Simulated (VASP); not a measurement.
Input of a VASP 6.6.1 run:

The input INCAR:

```
SYSTEM = C
PREC = Accurate ; ENCUT = 520
EDIFF = 1E-6 ; ISMEAR = -1
SIGMA = 0.1 ; LREAL = .False.
LASPH = .True. ; NELM = 100
ALGO = Fast ; ISIF = 2
LWAVE = .False. ; LCHARG = .False.
GGA = PS ; NBANDS = 8
```

The input KPOINTS:

```
Automatic mesh
0
Gamma
  8 8 8
  0 0 0
```

Contents of POSCAR:

```
C
1.0
    1.7473000000      1.0088000000      5.8377000000
   -1.7473000000      1.0088000000      5.8377000000
    0.0000000000     -2.0176000000      5.8377000000
C
1
Direct
    0.5000000000      0.5000000000      0.5000000000
```

Potentials or basis: VASP PAW PBE potentials, release 64 (C).

The run is started by

```console
$ cat potpaw_PBE.64/C/POTCAR > POTCAR
$ mpirun -np 1 vasp_std > vasp.out
```

Task: What does it give for the pressure?

Result: -4.3 GPa.

Stress tensor (GPa, compression positive):
```
-6.48  0.00  0.00
 0.00 -6.48  0.00
 0.00  0.00 -0.05
```

Caveat: the cell stands under tension; the PAW data sets were made with another functional, which shifts forces and pressure a little.
